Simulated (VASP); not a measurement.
# SiC (P6_3mc) in VASP: settings compared, part 2 of 2

VASP 6.6.1. Earlier steps stand in the parts before.

## Step 3: Single point, PBEsol

The input, INCAR:

```
SYSTEM = SiC
PREC     = Accurate       ! precision mode
ENCUT    = 520            ! plane-wave cutoff, eV
EDIFF    = 1E-6           ! SCF threshold, eV
ISMEAR   = 0              ! smearing method
SIGMA    = 0.02           ! smearing width, eV
LREAL    = .False.        ! projectors in reciprocal space
LASPH    = .True.         ! aspherical terms in the spheres
NELM     = 80             ! most SCF steps
ALGO     = Normal         ! electronic algorithm
ISIF     = 2              ! what is computed and relaxed
LWAVE    = .False.        ! write WAVECAR
LCHARG   = .True.         ! write CHGCAR
GGA      = PS             ! functional
LELF     = .True.         ! ELF
LVHAR    = .True.       
NBANDS   = 36             ! bands
```

The input, KPOINTS:

```
regular mesh
0
Gamma
  12 12 2
  0 0 0
```

The input, POSCAR:

```
SiC
1.0
    3.0949980732      0.0000000000      0.0000000000
   -1.5474990366      2.6803469561      0.0000000000
    0.0000000000      0.0000000000     15.1864399598
Si C
6 6
Direct
    0.0000000000      0.0000000000      0.1250399221
    0.0000000000      0.0000000000      0.6250399221
    0.3333333333      0.6666666667      0.2918177992
    0.6666666667      0.3333333333      0.7918177992
    0.3333333333      0.6666666667      0.9583095063
    0.6666666667      0.3333333333      0.4583095063
    0.0000000000      0.0000000000     -0.0003123164
    0.0000000000      0.0000000000      0.4996876836
    0.3333333333      0.6666666667      0.1668296831
    0.6666666667      0.3333333333      0.6668296831
    0.3333333333      0.6666666667      0.8333154056
    0.6666666667      0.3333333333      0.3333154056
```

Potentials or basis: VASP PAW PBE potentials, release 64 (Si, C).

Started as:

```console
$ cat potpaw_PBE.64/Si/POTCAR potpaw_PBE.64/C/POTCAR > POTCAR
$ mpirun -np 1 vasp_std > vasp.out
```

Wall time 4.3 min (1 thread of Intel Xeon 8259CL, shared host); peak memory 0.31 GiB.

The run converged. Its results:

```
Free energy            : -95.4889 eV
Pressure               : -3.0 GPa
Band gap on the k mesh : 1.92 eV (least direct gap 3.02 eV)
```

Forces in eV/Å, atoms in the order of the input:
```
Si   0.000  0.000  0.003
Si   0.000  0.000  0.003
Si   0.000  0.000 -0.001
Si   0.000  0.000 -0.001
Si   0.000  0.000 -0.001
Si   0.000  0.000 -0.001
C    0.000  0.000 -0.002
C    0.000  0.000 -0.002
C    0.000  0.000  0.000
C    0.000  0.000  0.000
C    0.000  0.000  0.001
C    0.000  0.000  0.001
```

Levels at points of the mesh, in eV from the valence-band top:
| k point | band 21 | band 22 | band 23 | band 24 | band 25 | band 26 | band 27 | band 28 |
| --- | --- | --- | --- | --- | --- | --- | --- | --- |
| (0.00, 0.00, 0.00) | -0.30 | -0.04 | 0.00 | 0.00 | 4.99 | 5.16 | 5.57 | 6.08 |
| (0.50, 0.00, 0.00) | -1.81 | -1.78 | -1.67 | -1.10 | 1.92 | 2.10 | 3.07 | 3.76 |
| (0.00, 0.00, 0.50) | -0.10 | -0.10 | -0.10 | -0.10 | 5.06 | 5.06 | 5.80 | 5.80 |
| (0.50, 0.00, 0.50) | -1.72 | -1.72 | -1.31 | -1.31 | 1.95 | 1.95 | 3.29 | 3.29 |

Caveat: the cell stands under tension; the PAW data sets were made with another functional, which shifts forces and pressure a little. PBEsol gaps usually lie below the measured ones, often by a third to a half.

## Step 4: Single point, r2SCAN

POSCAR is that of step 3.

The input, INCAR.step1:

```
SYSTEM = SiC
  ALGO = Normal
  EDIFF = 1E-4
  ENCUT = 520
  GGA = PE
  ISMEAR = 0
  LASPH = .True.
  LCHARG = .False.
  LREAL = .False.
  LWAVE = .True.
  NBANDS = 36
  NELM = 60
  PREC = Accurate
  SIGMA = 0.02
```

The input, INCAR.step2:

```
SYSTEM = SiC
  ALGO = Normal
  EDIFF = 1E-7
  ENCUT = 520
  ISIF = 2
  ISMEAR = 0
  ISTART = 1
  LASPH = .True.
  LCHARG = .False.
  LMIXTAU = .True.
  LREAL = .False.
  LWAVE = .False.
  METAGGA = R2SCAN
  NBANDS = 36
  NELM = 60
  PREC = Accurate
  SIGMA = 0.02
```

The input, KPOINTS:

```
k-points
0
Gamma
  12 12 2
  0 0 0
```

Potentials or basis: VASP PAW PBE potentials, release 64 (Si, C).

Started as:

```console
$ cat potpaw_PBE.64/Si/POTCAR potpaw_PBE.64/C/POTCAR > POTCAR
$ cp INCAR.step1 INCAR
$ mpirun -np 1 vasp_std > vasp.out
$ cp INCAR.step2 INCAR
$ mpirun -np 1 vasp_std > vasp.out
```

OUTCAR:

```text
SYSTEM = SiC
   EDIFF = 1E-7
   ENCUT = 520
   ISIF = 2
   ISMEAR = 0
   ISTART = 1
   LASPH = .True.
   LREAL = .False.
   METAGGA = R2SCAN
   NELM = 60
   PREC = Accurate

 ion  position               nearest neighbor table
   1  0.000  0.000  0.125-   9 1.90   9 1.90   9 1.90   7 1.90   5 3.10   5 3.10   5 3.10   3 3.10
                             3 3.10   3 3.10
   2  0.000  0.000  0.625-  10 1.90  10 1.90  10 1.90   8 1.90   6 3.10   6 3.10   6 3.10   4 3.10
                             4 3.10   4 3.10
[... 1177 lines left out ...]
 VOLUME and BASIS-vectors are now :
 -----------------------------------------------------------------------------
  energy-cutoff  :      520.00
  volume of cell :      125.98
      direct lattice vectors                 reciprocal lattice vectors
     3.094998073  0.000000000  0.000000000     0.323101978  0.186543014  0.000000000
    -1.547499037  2.680346956  0.000000000     0.000000000  0.373086028  0.000000000
     0.000000000  0.000000000 15.186439960     0.000000000  0.000000000  0.065848217

 POSITION                                       TOTAL-FORCE (eV/Angst)
 -----------------------------------------------------------------------------------
      0.00000      0.00000      1.89891        -0.000000      0.000000      0.004127
      0.00000      0.00000      9.49213         0.000000      0.000000      0.004127
     -0.00000      1.78690      4.43167        -0.000000     -0.000000     -0.001511
      1.54750      0.89345     12.02489         0.000000      0.000000     -0.001511
     -0.00000      1.78690     14.55331         0.000000     -0.000000     -0.003633
      1.54750      0.89345      6.96009        -0.000000      0.000000     -0.003633
      0.00000      0.00000     15.18170        -0.000000     -0.000000     -0.004378
      0.00000      0.00000      7.58848         0.000000      0.000000     -0.004378
     -0.00000      1.78690      2.53355        -0.000000      0.000000      0.006370
      1.54750      0.89345     10.12677         0.000000      0.000000      0.006370
     -0.00000      1.78690     12.65509         0.000000     -0.000000     -0.000976
      1.54750      0.89345      5.06187        -0.000000      0.000000     -0.000976
 -----------------------------------------------------------------------------------
    total drift:                                0.000000      0.000000     -0.002492

  FREE ENERGIE OF THE ION-ELECTRON SYSTEM (eV)
  ---------------------------------------------------
  free  energy   TOTEN  =      -115.9407155037 eV

  energy  without entropy=     -115.9407155037  energy(sigma->0) =     -115.94071550
```

It took 21 min on 1 thread of Intel Xeon 8259CL, shared host; peak memory 0.35 GiB.

Results:

- Free energy: -115.9407 eV
- Pressure: -3.7 GPa
- Largest force: 0.006 eV/Å
- Band gap on the k mesh: 2.40 eV (least direct gap 3.55 eV)

Forces in eV/Å, atoms in the order of the input:
```
Si   0.000  0.000  0.004
Si   0.000  0.000  0.004
Si   0.000  0.000 -0.002
Si   0.000  0.000 -0.002
Si   0.000  0.000 -0.004
Si   0.000  0.000 -0.004
C    0.000  0.000 -0.004
C    0.000  0.000 -0.004
C    0.000  0.000  0.006
C    0.000  0.000  0.006
C    0.000  0.000 -0.001
C    0.000  0.000 -0.001
```

Stress tensor (GPa, compression positive):
```
-3.72  0.00  0.00
 0.00 -3.72  0.00
 0.00  0.00 -3.63
```

Caveat: the cell stands under tension; the PAW data sets were made with another functional, which shifts forces and pressure a little.

## Step 5: Summary

```tsv
level	gap on the mesh (eV)	pressure (GPa)
PBE	2.03	0.0
PBEsol	1.92	-3.0
r2SCAN	2.40	-3.7
```

Alike in all rows: task single point; potentials or basis VASP PAW PBE potentials, release 64 (Si, C); no spin polarisation; cell as given; k mesh 12 × 12 × 2; cutoff (eV) 520; smearing gaussian 0.02 eV.

On the cell as given the gap runs from 1.92 eV (PBEsol) to 2.40 eV (r2SCAN). The pressure there spans -3.7 GPa (r2SCAN) to 0.0 GPa (PBE); a positive pressure means that this level wants a larger cell, a negative one a smaller.

Caveats: the cell stands under tension (at least some runs); the PAW data sets were made with another functional, which shifts forces and pressure a little (at least some runs).

Total energies depend on the potentials used, so only differences within one code and one set of settings carry meaning.
